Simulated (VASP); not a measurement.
Crystal: LiPb2.

```xyz
6
Lattice="5.7727 0.0000 0.0000 0.0000 5.7727 0.0000 0.0000 0.0000 5.7727" Properties=species:S:1:pos:R:3 pbc="T T T"
Li    0.0000    0.0000    0.0000
Li    2.8863    2.8863    2.8863
Pb    1.4432    1.4432    1.4432
Pb    1.4432    4.3295    4.3295
Pb    4.3295    4.3295    1.4432
Pb    4.3295    1.4432    4.3295
```

```yaml
Program: VASP 6.6.1
Task: relaxation of cell and atoms
Functional: PBE
Potentials_or_basis: VASP PAW PBE potentials, release 64 (Li_sv, Pb_d)
Cutoff: 600 eV
k_mesh: 8 × 8 × 8
Occupations: gaussian, width 0.1 eV
Spin: no spin polarisation
```

At the start: pressure 0.9 GPa; volume 32.06 Å³/atom.

Task: How do energy, volume and symmetry change on relaxing?

Result: Over 5 steps the energy falls by 133.7 meV/atom and the volume is 32.51 Å³/atom (+1.4 %); space group Pn-3m (No. 224, to 0.1 Å) before and after.

Step by step:
```csv
step,energy change (eV),largest force (eV/Å),pressure (GPa),volume (Å³)
1,0.0000,0.0000,0.86,192.37
2,-0.7965,0.0000,-0.23,197.17
3,-0.8008,0.0000,-0.23,197.16
4,-0.8019,0.0000,-0.12,196.13
5,-0.8024,0.0000,-0.02,195.08
```

Final structure:
```xyz
6
Lattice="5.7996 0.0000 0.0000 0.0000 5.7996 0.0000 0.0000 0.0000 5.7996" Properties=species:S:1:pos:R:3 pbc="T T T"
Li    0.0000    0.0000    0.0000
Li    2.8998    2.8998    2.8998
Pb    1.4499    1.4499    1.4499
Pb    1.4499    4.3497    4.3497
Pb    4.3497    4.3497    1.4499
Pb    4.3497    1.4499    4.3497
```

Caveat: the cutoff is under 1.25 times the usual one of these potentials, so pressure, stress and relaxed cells hold a basis-set (Pulay) error.
